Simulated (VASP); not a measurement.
# BaTiO3 (Amm2) in VASP: single point with PBEsol

Aim: the single point of BaTiO3 with PBEsol.

Everything below comes from runs of VASP 6.6.1. Logs are shortened: lines on timing, memory, paths and dates and some standing lists are left out, and cuts for length are marked.

## (1) The cell of the first run

Symmetry: Amm2, No. 38, orthorhombic system. Conventional cell: a = 3.984 Å, b = 5.674 Å, c = 5.749 Å, α = 90.00°, β = 90.00°, γ = 90.00°. Ba (site symmetry mm2) has 12 O at 2.83 to 2.92 Å and 8 Ti at 3.46 to 3.53 Å within 3.7 Å. Ti (site symmetry mm2) has 6 O at 1.96 to 2.08 Å within 2.6 Å. Within 2.6 Å of O (site symmetry mm2) lie 2 Ti at 1.99 Å. Within 2.6 Å of O (site symmetry m) lie 2 Ti at 1.96 to 2.08 Å.

## (2) Single point, PBEsol (zz strain of +1 %)

INCAR reads:

```
ALGO     = Normal         # electronic algorithm
EDIFF    = 1E-7           # SCF threshold, eV
ENCUT    = 520            # plane-wave cutoff, eV
GGA      = PS             # functional
ISIF     = 2              # what is computed and relaxed
ISMEAR   = -1             # smearing method
LASPH    = True           # aspherical terms in the spheres
LCHARG   = True           # write CHGCAR
LELF     = True           # ELF
LREAL    = False          # projectors in reciprocal space
LVHAR    = True         
LWAVE    = False          # write WAVECAR
NBANDS   = 28             # bands
NELM     = 60             # most SCF steps
PREC     = Accurate       # precision mode
SIGMA    = 0.05           # smearing width, eV
```

KPOINTS reads:

```
k-points
0
Gamma
  8 8 8
```

POSCAR reads:

```
BaTiO3
1.0
    3.9841000000      0.0000000000      0.0000000000
    0.0000000000      2.8370500000      2.8742580000
    0.0000000000     -2.8370500000      2.8742580000
Ba Ti O
1 1 3
Direct
    0.0000000000      0.0000000000      0.0000000000
    0.5000000000      0.5079000000      0.5079000000
    0.0000000000      0.4921000000      0.4921000000
    0.5000000000      0.5025100000      0.9937100000
    0.5000000000      0.9937100000      0.5025100000
```

Potentials or basis: VASP PAW PBE potentials, release 64 (Ba_sv, Ti_sv, O).

Run with:

```
$ cat potpaw_PBE.64/Ba_sv/POTCAR potpaw_PBE.64/Ti_sv/POTCAR potpaw_PBE.64/O/POTCAR > POTCAR
$ mpirun -np 1 vasp_std > vasp.out
```

OUTCAR:

```text
EDIFF = 1E-7
   ENCUT = 520
   GGA = PS
   ISIF = 2
   ISMEAR = -1
   LASPH = True
   LREAL = False
   NELM = 60
   PREC = Accurate

 ion  position               nearest neighbor table
   1  0.000  0.000  0.000-   3 2.83   4 2.83   5 2.83   4 2.83   5 2.83   3 2.84   3 2.84   4 2.84
                             5 2.84   5 2.84   4 2.84   3 2.92   2 3.46   2 3.46   2 3.47   2 3.47
   2  0.500  0.508  0.508-   4 1.96   5 1.96   3 1.99   3 1.99   5 2.08   4 2.08   1 3.46   1 3.46
                             1 3.47   1 3.47   1 3.47   1 3.47   1 3.53   1 3.53
   3  0.000  0.492  0.492-   2 1.99   2 1.99   1 2.83   1 2.84   1 2.84   1 2.92
   4  0.500  0.503  0.994-   2 1.96   2 2.08   1 2.83   1 2.83   1 2.84   1 2.84
   5  0.500  0.994  0.503-   2 1.96   2 2.08   1 2.83   1 2.83   1 2.84   1 2.84

  LATTYP: Found a base centered orthorhombic cell.
 ALAT       =     5.6741000000
 B/A-ratio  =     1.0131150315
 C/A-ratio  =     0.7021554079

  Lattice vectors:

 A1 = (   0.0000000000,   2.8370500000,  -2.8742580000)
 A2 = (   0.0000000000,   2.8370500000,   2.8742580000)
 A3 = (   3.9841000000,   0.0000000000,   0.0000000000)

Analysis of symmetry for initial positions (statically):
=====================================================================
 Subroutine PRICEL returns:
 Original cell was already a primitive cell.

 Routine SETGRP: Setting up the symmetry group for a
 base centered orthorhombic supercell.

 Subroutine GETGRP returns: Found  4 space group operations
 (whereof  4 operations were pure point group operations)
 out of a pool of  8 trial point group operations.

The static configuration has the point symmetry C_2v.

Analysis of symmetry for dynamics (positions and initial velocities):
=====================================================================
 Subroutine PRICEL returns:
 Original cell was already a primitive cell.

 Routine SETGRP: Setting up the symmetry group for a
 base centered orthorhombic supercell.

 Subroutine GETGRP returns: Found  4 space group operations
 (whereof  4 operations were pure point group operations)
 out of a pool of  8 trial point group operations.

The dynamic configuration has the point symmetry C_2v.

 Subroutine INISYM returns: Found  4 space group operations
 (whereof  4 operations are pure point group operations),
 and found     1 'primitive' translations

----------------------------------------------------------------------------------------

                                     Primitive cell

  volume of cell :      64.9760

  direct lattice vectors                    reciprocal lattice vectors
     3.984100000  0.000000000  0.000000000     0.250997716  0.000000000  0.000000000
     0.000000000  2.837050000  2.874258000     0.000000000  0.176239404  0.173957940
     0.000000000 -2.837050000  2.874258000     0.000000000 -0.176239404  0.173957940

  length of vectors
     3.984100000  4.038590318  4.038590318     0.250997716  0.247632171  0.247632171

  position of ions in fractional coordinates (direct lattice)
     0.000000000  0.000000000  0.000000000
     0.500000000  0.507900000  0.507900000
     0.000000000  0.492100000  0.492100000
     0.500000000  0.502510000  0.993710000
     0.500000000  0.993710000  0.502510000

  ion indices of the primitive-cell ions
   primitive index   ion index
                 1           1
                 2           2
                 3           3
                 4           4
                 5           5

----------------------------------------------------------------------------------------

 KPOINTS: k-points

Automatic generation of k-mesh.
 Grid dimensions read from file:
 generate k-points for:    8    8    8

 Generating k-lattice:

  Cartesian coordinates                     Fractional coordinates (reciprocal lattice)
     0.031374714  0.000000000  0.000000000     0.125000000  0.000000000  0.000000000
     0.000000000  0.022029925  0.021744742     0.000000000  0.125000000  0.000000000
     0.000000000 -0.022029925  0.021744742     0.000000000  0.000000000  0.125000000

  Length of vectors
     0.031374714  0.030954021  0.030954021

  Shift w.r.t. Gamma in fractional coordinates (k-lattice)
     0.000000000  0.000000000  0.000000000

 Subroutine IBZKPT returns following result:
 ===========================================

 Found    105 irreducible k-points:

 Following reciprocal coordinates:
            Coordinates               Weight
  0.000000  0.000000  0.000000      1.000000
  0.125000  0.000000  0.000000      2.000000
  0.250000  0.000000  0.000000      2.000000
  0.375000  0.000000  0.000000      2.000000
  0.500000  0.000000  0.000000      1.000000
  0.000000  0.125000  0.000000      4.000000
[... 16 lines left out ...]
  0.250000  0.500000  0.000000      4.000000
  0.375000  0.500000  0.000000      4.000000
 [... further k-points ...]
   k-points           NKPTS =    105   k-points in BZ     NKDIM =    105   number of bands    NBANDS=     28
   number of dos      NEDOS =    301   number of ions     NIONS =      5
   total plane-waves  NPLWV =  27000
   dimension x,y,z NGX =    30 NGY =   30 NGZ =   30
   dimension x,y,z NGXF=    60 NGYF=   60 NGZF=   60
   ions per type =               1   1   3
   NGX,Y,Z   is equivalent  to a cutoff of  12.52, 12.35, 12.35 a.u.
   NGXF,Y,Z  is equivalent  to a cutoff of  25.04, 24.70, 24.70 a.u.
 SYSTEM =  unknown system
   PREC   = accura    normal or accurate (medium, high low for compatibility)
   ISTART =      0    job   : 0-new  1-cont  2-samecut
   ICHARG =      2    charge: 1-file 2-atom 10-const
   ISPIN  =      1    spin polarized calculation?
   LNONCOLLINEAR =      F non collinear calculations
   LSORBIT =      F    spin-orbit coupling
   LASPH  =      T    aspherical Exc in radial PAW
   ENCUT  =  520.0 eV  38.22 Ry    6.18 a.u.   7.41  7.51  7.51*2*pi/ulx,y,z
   NELM   =     60;   NELMIN=  2; NELMDL= -5     # of ELM steps
   EDIFF  = 0.1E-06   stopping-criterion for ELM
   LREAL  =      F    real-space projection
   EDIFFG = 0.1E-05   stopping-criterion for IOM
   NSW    =      0    number of steps for IOM
   IBRION =     -1    ionic relax: 0-MD 1-quasi-New 2-CG
   NFREE  =      0    steps in history (QN), initial steepest desc. (CG)
   ISIF   =      2    stress and relaxation
   ISYM   =      2    0-nonsym 1-usesym 2-fastsym
   POTIM  = 0.5000    time-step for ionic-motion
   TEBEG  =    0.0;   TEEND  =   0.0 temperature during run
   PSTRESS=    0.0 pullay stress
   NELECT =      40.0000    total number of electrons
   NUPDOWN=      -1.0000    fix difference up-down
   EMIN   =  10.00;   EMAX   =-10.00  energy-range for DOS
   EFERMI =   0.00;   METHOD = LEGACY
   ISMEAR =    -1;   SIGMA  =   0.05  broadening in eV -4-tet -1-fermi 0-gaus
   EFERMI_NEDOS =   21; number of points for ismear=-14 and -15
   IALGO  =     38    algorithm
   IMIX   =      4    mixing-type and parameters
     AMIX     =   0.40;   BMIX     =  1.00
     AMIX_MAG =   1.60;   BMIX_MAG =  1.00
  volume/ion in A,a.u.               =      13.00        87.70
  Fermi-wavevector in a.u.,A,eV,Ry     =   1.392656  2.631738 26.388372  1.939491
  Thomas-Fermi vector in A             =   2.516378
   LORBIT       =      0    0 simple, 1 ext, 2 COOP (PROOUT), +10 PAW based schemes
   GGA     = PS    functional components
   LHFCALC =     F    Hartree Fock is set to
   AEXX    =    0.0000 exact exchange contribution
   IVDW    =     0    specifies the selected vdW correction
   LEPSILON=     F    determine dielectric tensor
   LRPA    =     F    only Hartree local field effects (RPA)
 non-spin polarized calculation
  energy-cutoff  :      520.00
  volume of cell :       64.98
 maximum number of plane-waves:      1785
 NGX is ok and might be reduce to    30
   NGX = 15   NGY = 15   NGZ = 15

 number of electron      39.9999990 magnetization

 Free energy of the ion-electron system (eV)
  ---------------------------------------------------
  ext. energy  EPLUGINS =         0.00000000
  ---------------------------------------------------
  free energy    TOTEN  =       -41.95858058 eV

  energy without entropy =      -41.95858057  energy(sigma->0) =      -41.95858058

 E-fermi :   4.4767     XC(G=0): -11.4455

 val. band max:        3.6015768458   @ k =   0.5000   0.5000   0.5000
 cond. band min:       5.3030445851   @ k =   0.0000   0.0000   0.0000
 fundamental gap:      1.7014677392
 Fermi energy:         4.4767293183

 k-point     1 :       0.0000    0.0000    0.0000
  band No.  band energies     occupation
      1     -52.7973      2.00000
      2     -29.1251      2.00000
      3     -29.1174      2.00000
      4     -29.1147      2.00000
      5     -21.2056      2.00000
      6     -13.1992      2.00000
[... 20 lines left out ...]
     27       8.5592      0.00000
     28      10.6192      0.00000

 k-point     2 :       0.1250    0.0000    0.0000
  band No.  band energies     occupation
      1     -52.7971      2.00000
      2     -29.1257      2.00000
      3     -29.1248      2.00000
      4     -29.1144      2.00000
      5     -21.1882      2.00000
      6     -13.1953      2.00000
[... 20 lines left out ...]
     27       8.8642      0.00000
     28      11.0086      0.00000

 k-point     3 :       0.2500    0.0000    0.0000
  band No.  band energies     occupation
      1     -52.7967      2.00000
      2     -29.1455      2.00000
      3     -29.1240      2.00000
      4     -29.1136      2.00000
      5     -21.1456      2.00000
      6     -13.2394      2.00000
[... 20 lines left out ...]
     27       9.5934      0.00000
     28      11.8055      0.00000

 k-point     4 :       0.3750    0.0000    0.0000
  band No.  band energies     occupation
      1     -52.7963      2.00000
      2     -29.1652      2.00000
      3     -29.1233      2.00000
      4     -29.1128      2.00000
      5     -21.1021      2.00000
      6     -13.3360      2.00000
[... 20 lines left out ...]
     27      10.5796      0.00000
     28      11.6924      0.00000

 k-point     5 :       0.5000    0.0000    0.0000
  band No.  band energies     occupation
      1     -52.7962      2.00000
      2     -29.1733      2.00000
      3     -29.1229      2.00000
      4     -29.1125      2.00000
      5     -21.0838      2.00000
      6     -13.3841      2.00000
[... 20 lines left out ...]
     27      11.0587      0.00000
     28      11.6445      0.00000

 k-point     6 :       0.0000    0.1250    0.0000
  band No.  band energies     occupation
      1     -52.7972      2.00000
      2     -29.1296      2.00000
      3     -29.1171      2.00000
      4     -29.1170      2.00000
      5     -21.1897      2.00000
      6     -13.2104      2.00000
[... 463 lines left out ...]
      5     -21.0946      2.00000
      6     -13.4255      2.00000
[... 20 lines left out ...]
     27      10.9873      0.00000
     28      11.6908      0.00000

 k-point    22 :       0.1250    0.5000    0.0000
  band No.  band energies     occupation
      1     -52.7962      2.00000
      2     -29.1676      2.00000
      3     -29.1236      2.00000
      4     -29.1173      2.00000
      5     -21.0830      2.00000
      6     -13.3487      2.00000
[... 20 lines left out ...]
     27      11.2748      0.00000
     28      11.9324      0.00000

 k-point    23 :       0.2500    0.5000    0.0000
  band No.  band energies     occupation
      1     -52.7958      2.00000
      2     -29.1663      2.00000
      3     -29.1430      2.00000
      4     -29.1165      2.00000
      5     -21.0547      2.00000
      6     -13.1497      2.00000
[... 20 lines left out ...]
     27      12.0540      0.00000
     28      12.1327      0.00000

 k-point    24 :       0.3750    0.5000    0.0000
  band No.  band energies     occupation
      1     -52.7954      2.00000
      2     -29.1650      2.00000
      3     -29.1622      2.00000
      4     -29.1158      2.00000
      5     -21.0259      2.00000
      6     -12.9180      2.00000
[... 20 lines left out ...]
     27      11.5266      0.00000
     28      13.0902      0.00000

 [... further k-points ...]

------------------------ aborting loop because EDIFF is reached ----------------------------------------

  FORCE on cell =-STRESS in cart. coord.  units (eV):
  Direction    XX          YY          ZZ          XY          YZ          ZX
  --------------------------------------------------------------------------------------
  -------------------------------------------------------------------------------------
  Total       -1.1691766     -1.3061176     -2.5451258      0.0000000      0.0000000      0.0000000
  in kB      -28.8295416    -32.2062302    -62.7576791      0.0000000      0.0000000      0.0000000
  external PRESSURE =     -41.2644837 kB  Pullay stress =       0.0000000 kB

 VOLUME and BASIS-vectors are now :
 -----------------------------------------------------------------------------
  energy-cutoff  :      520.00
  volume of cell :       64.98
      direct lattice vectors                 reciprocal lattice vectors
     3.984100000  0.000000000  0.000000000     0.250997716  0.000000000  0.000000000
     0.000000000  2.837050000  2.874258000     0.000000000  0.176239404  0.173957940
     0.000000000 -2.837050000  2.874258000     0.000000000 -0.176239404  0.173957940

 POSITION                                       TOTAL-FORCE (eV/Angst)
 -----------------------------------------------------------------------------------
      0.00000      0.00000      0.00000         0.000000      0.000000      0.091284
      1.99205      0.00000      2.91967         0.000000      0.000000      0.260117
      0.00000      0.00000      2.82884         0.000000      0.000000      0.093688
      1.99205     -1.39356      4.30052         0.000000      0.046252     -0.222545
      1.99205      1.39356      4.30052         0.000000     -0.046252     -0.222545
 -----------------------------------------------------------------------------------
    total drift:                                0.000000      0.000000     -0.000156

  FREE ENERGIE OF THE ION-ELECTRON SYSTEM (eV)
  ---------------------------------------------------
  free  energy   TOTEN  =       -41.9585805763 eV

  energy  without entropy=      -41.9585805742  energy(sigma->0) =      -41.95858058
```

It took 72 s on 1 thread of AMD EPYC 9R45 (Zen 5), shared host; peak memory 0.28 GiB.

Results:

```yaml
Free_energy: -41.9586 eV
Pressure: -4.1 GPa
Largest_force: 0.260 eV/Å
Band_gap_on_the_k_mesh: 1.70 eV (least direct gap 1.87 eV)
```

Forces on the atoms (eV/Å):
```
Ba   0.000  0.000  0.091
Ti   0.000  0.000  0.260
O    0.000  0.000  0.094
O    0.000  0.046 -0.223
O    0.000 -0.046 -0.223
```

Levels at points of the mesh, in eV from the valence-band top:
```csv
k point,band 16,band 17,band 18,band 19,band 20,band 21,band 22,band 23,band 24,band 25
"(0.00, 0.00, 0.00)",-1.11,-1.09,-0.26,-0.25,-0.17,1.70,1.73,1.84,3.86,3.95
"(0.50, 0.00, 0.00)",-1.99,-1.88,-1.86,-0.85,-0.72,1.89,3.50,3.51,3.86,5.83
"(0.00, 0.50, 0.00)",-1.99,-1.82,-1.74,-0.79,-0.74,1.92,3.41,3.43,3.93,5.84
"(0.50, 0.50, 0.00)",-2.72,-1.76,-0.88,-0.88,-0.09,3.42,3.52,3.87,4.64,7.60
"(0.00, 0.50, 0.50)",-2.64,-1.74,-0.99,-0.93,-0.14,3.41,3.46,3.81,4.80,7.50
"(0.50, 0.50, 0.50)",-2.44,-2.37,-0.05,-0.02,0.00,4.07,4.12,4.12,6.50,6.53
```

Caveat: the cell differs from its parent crystal (zz strain of +1 %); the cell stands under tension; the PAW data sets were made with another functional, which shifts forces and pressure a little; spin-orbit coupling is left out, which moves the levels of the heavy elements.
